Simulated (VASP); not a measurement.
A run of VASP 6.6.1:

The input INCAR:

```
PREC = Accurate
ENCUT = 520
EDIFF = 1E-6
ISMEAR = 0
SIGMA = 0.01
LREAL = False
LASPH = True
NELM = 100
ALGO = Normal
ISIF = 2
LWAVE = False
LCHARG = True
GGA = PE
LELF = True
LVHAR = True
NBANDS = 16
```

Contents of KPOINTS:

```
regular mesh
0
Gamma
  4 4 4
```

The input POSCAR:

```
CdSe
1.0
   -0.1153037606      3.0445106338      3.0445106338
    3.0445106338     -0.1153037606      3.0445106338
    3.0445106338      3.0445106338     -0.1153037606
Cd Se
1 1
Direct
   -0.0037239811     -0.0037239811     -0.0037239811
    0.2537239811      0.2537239811      0.2537239811
```

Potentials or basis: VASP PAW PBE potentials, release 64 (Cd, Se).

The run is started by

```bash
$ cat potpaw_PBE.64/Cd/POTCAR potpaw_PBE.64/Se/POTCAR > POTCAR
$ mpirun -np 1 vasp_std > vasp.out
```

Hardware: 1 thread of Intel(R) Xeon(R) Platinum 8488C (Sapphire Rapids), with other jobs on the host.

**Question.** How long does it take, and how much memory?

**Answer.** Wall time 14 s on 1 thread of Intel(R) Xeon(R) Platinum 8488C (Sapphire Rapids), on a shared host, peak memory 0.17 GiB. Counts: scf iterations 12, k points 13.
